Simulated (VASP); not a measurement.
# NiO in VASP: notebook, part 2 of 2

VASP 6.6.1.

## (5) Relaxation of cell and atoms, BLYP, collinear spin, ferromagnetic start

This run uses another cell than the first one, of 9.08 Å³/atom, 0.962 times its volume.

Input file INCAR:

```
SYSTEM = NiO
AGGAC = 1.0
AGGAX = 1.0
ALDAC = 0.0
ALDAX = 1.0
ALGO = Normal
EDIFF = 1E-7
EDIFFG = -0.01
ENCUT = 600
GGA = B5
GGA_COMPAT = .False.
IBRION = 2
ISIF = 3
ISMEAR = -5
ISPIN = 2
LASPH = .True.
LCHARG = .False.
LMAXMIX = 4
LORBIT = 11
LREAL = .False.
LWAVE = .False.
MAGMOM = 1.7 0.38
NELM = 200
NELMIN = 4
NSW = 60
PREC = Accurate
SIGMA = 0.05
```

Input file KPOINTS:

```
k-points
0
Gamma
  11 11 11
  0 0 0
```

Input file POSCAR:

```
NiO
1.0
    0.0000000000      2.0859016414      2.0859016414
    2.0859016414      0.0000000000      2.0859016414
    2.0859016414      2.0859016414      0.0000000000
Ni O
1 1
Direct
    0.0000000000      0.0000000000      0.0000000000
    0.5000000000      0.5000000000      0.5000000000
```

Potentials or basis: VASP PAW PBE potentials, release 64 (Ni_sv_GW, O).

On the command line:

```sh
$ cat potpaw_PBE.64/Ni_sv_GW/POTCAR potpaw_PBE.64/O/POTCAR > POTCAR
$ mpirun -np 1 vasp_std > vasp.out
```

Run time: 3.4 min. Hardware: 1 thread of AMD EPYC 9R45 (Zen 5), shared host; peak memory 0.16 GiB.

The run converged. Its results:

* Free energy: -11.5975 eV
* Relaxed volume: 9.72 Å³/atom
* Relaxed cell: a = 3.018 Å, b = 3.018 Å, c = 3.018 Å, α = 60.00°, β = 60.00°, γ = 60.00°
* Space group after relaxing (to 0.05 Å): Fm-3m (No. 225)
* Energy gained by relaxing: 21.6 meV/atom
* Ionic steps: 4
* Pressure after relaxing: 0.0 GPa
* Net moment: -1.93 μB per cell
* Site moments: Ni -1.56; O -0.32 μB
* Valence electrons inside the program's atomic spheres: Ni 16.14; O 4.97

The path:
```tsv
step	energy change (eV)	largest force (eV/Å)	pressure (GPa)	volume (Å³)
1	0.0000	0.0000	12.92	18.15
2	-0.0280	0.0000	-5.62	20.14
3	-0.0433	0.0000	0.86	19.33
4	-0.0431	0.0000	0.02	19.43
```

Final structure:
```xyz
2
Lattice="0.0000 2.1338 2.1338 2.1338 0.0000 2.1338 2.1338 2.1338 0.0000" Properties=species:S:1:pos:R:3 pbc="T T T"
Ni    2.1338    2.1338    0.0000
O     2.1338    2.1338    2.1338
```

Levels at points of the mesh, in eV from the Fermi level:
Spin up:
```tsv
k point	band 9	band 10	band 11	band 12	band 13	band 14
(0.00, 0.00, 0.00)	-1.74	-1.74	-1.74	-0.37	-0.37	1.83
```
Spin down:
| k point | band 10 | band 11 | band 12 | band 13 | band 14 | band 15 | band 16 | band 17 |
| --- | --- | --- | --- | --- | --- | --- | --- | --- |
| (0.00, 0.00, 0.00) | -2.67 | -2.58 | -2.58 | -2.58 | 1.46 | 18.31 | 18.69 | 18.69 |

Caveat: the PAW data sets were made with another functional, which shifts forces and pressure a little; a cell with one magnetic atom can't hold antiferromagnetic order, which such compounds often take; semilocal functionals often make such compounds metallic where correlation or magnetic order opens a gap, which also shifts bond lengths; tetrahedron occupations give inexact forces and stress in metals. BLYP gives volumes clearly too large for solids.

## (6) Single point, PBE+U (the cell strained at random)

Input file INCAR:

```
ALGO = Normal ; EDIFF = 1E-7
ENCUT = 520 ; GGA = PE
ISIF = 2 ; ISMEAR = 0
LASPH = True ; LCHARG = False
LDAU = True ; LDAUJ = 0 0
LDAUL = 2 -1 ; LDAUPRINT = 1
LDAUTYPE = 2 ; LDAUU = 3 0
LMAXMIX = 4 ; LREAL = False
LWAVE = False ; NBANDS = 15
NELM = 150 ; PREC = Accurate
SIGMA = 0.01
```

Input file KPOINTS:

```
k-points
0
Gamma
  11 11 11
```

Input file POSCAR:

```
NiO
1.0
    0.0014330000      2.0631410000      2.0993320000
    2.0304400000     -0.0170380000      2.1178030000
    2.0513760000      2.1025490000     -0.0379740000
Ni O
1 1
Direct
    0.0000000000      0.0000000000      0.0000000000
    0.5000000000      0.5000000000      0.5000000000
```

Potentials or basis: VASP PAW PBE potentials, release 64 (Ni, O).

On the command line:

```sh
$ cat potpaw_PBE.64/Ni/POTCAR potpaw_PBE.64/O/POTCAR > POTCAR
$ mpirun -np 1 vasp_std > vasp.out
```

Run time: 83 s. Hardware: 1 thread of Intel Xeon Platinum 8488C (Sapphire Rapids), shared host; peak memory 0.29 GiB.

It converged, with:

```
Free energy            : -9.6821 eV
Pressure               : -5.6 GPa
Band gap on the k mesh : zero (band 8 reaches 8.82 eV, above the bottom of band 9 at 6.12 eV)
```

Stress tensor (GPa, compression positive):
```
-5.09 -0.71  0.50
-0.71 -6.26  1.28
 0.50  1.28 -5.35
```

Levels at points of the mesh, in eV from the Fermi level:
| k point | band 4 | band 5 | band 6 | band 7 | band 8 | band 9 | band 10 | band 11 | band 12 | band 13 |
| --- | --- | --- | --- | --- | --- | --- | --- | --- | --- | --- |
| (0.00, 0.00, 0.00) | -2.90 | -2.81 | -2.72 | -2.55 | -1.60 | -1.52 | 1.97 | 18.13 | 18.18 | 18.78 |

Eigenvalues of the final occupation matrices:
| site | spin | trace | eigenvalues |
| --- | --- | --- | --- |
| site 1 d | 1 | 4.23 | 0.63 0.70 0.96 0.97 0.97 |
| site 1 d | 2 | 4.23 | 0.63 0.70 0.96 0.97 0.97 |

Caveat: the cell differs from its parent crystal (the cell strained at random); the run has no spin polarisation, though such a crystal can be magnetic; U without spin polarisation on a metal has little footing. Spin polarisation is off, so any magnetic state and its effect on volume and gap are missing.

## (7) Summary

```tsv
task	level	potentials or basis	spin	U	cell	k mesh	cutoff (eV)	smearing	second run	gap on the mesh (eV)	pressure (GPa)	moment (μB)
single point	RPBE+D4	VASP PAW PBE potentials, release 64 (Ni, O)	collinear, ferromagnetic start	-	a = 2.989 Å, angles 60.0°, 2 atoms	11 × 11 × 11	600	fermi-dirac 0.05 eV	-	none	-2.0	1.87
single point	RPBE+D4	VASP PAW PBE potentials, release 64 (Ni, O)	collinear, ferromagnetic start	-	a = 3.008 Å, angles 60.0°, 2 atoms	11 × 11 × 11	600	fermi-dirac 0.05 eV	-	none	-7.6	1.90
single point	PBE	VASP PAW PBE potentials, release 64 (Ni, O)	collinear, ferromagnetic start	-	a = 2.950 Å, angles 60.0°, 2 atoms	19 × 19 × 19	600	fermi-dirac 0.05 eV	-	none	5.0	1.68
relaxation of cell and atoms	BLYP	VASP PAW PBE potentials, release 64 (Ni_sv_GW, O)	collinear, ferromagnetic start	-	relaxed from a = 2.950 Å, angles 60.0°, 2 atoms	11 × 11 × 11	600	tetrahedron	valence_matched	none	0.0	1.93
single point	PBE+U	VASP PAW PBE potentials, release 64 (Ni, O)	off	Ni d U = 3.0 eV	a = 2.943, b = 2.934, c = 2.938 Å, angles 62.0, 60.5, 59.3°, 2 atoms	11 × 11 × 11	520	gaussian 0.01 eV	-	none	-5.6	-
```

Caveats: a cell with one magnetic atom can't hold antiferromagnetic order, which such compounds often take (some runs); semilocal functionals often make such compounds metallic where correlation or magnetic order opens a gap, which also shifts bond lengths (some runs); the PAW data sets were made with another functional, which shifts forces and pressure a little (some runs); pairwise dispersion overbinds metals, which lowers pressure and volume (some runs); tetrahedron occupations give inexact forces and stress in metals (some runs); U without spin polarisation on a metal has little footing (some runs).

Absolute energies hang on the potentials; compare differences alone.

## (8) Comparison with measurements

Step 2. Measured gap of NiO: 4.3 eV (quoted in “Local correlations, non-local screening, multiplets, and band formation in NiO”, 2012, arxiv:1210.6675). This calculation gives 0.00 eV (-4.30 eV). So large a miss can be the level of theory's own, or it may mean another phase, state or a wrong row. The value is that of RPBE+D4 on a finite k mesh, which can miss the band edges, without temperature or zero-point motion. Semilocal functionals fall short of measured gaps as a rule. The run's magnetic order (collinear spin, ferromagnetic start) needn't be the measured crystal's.
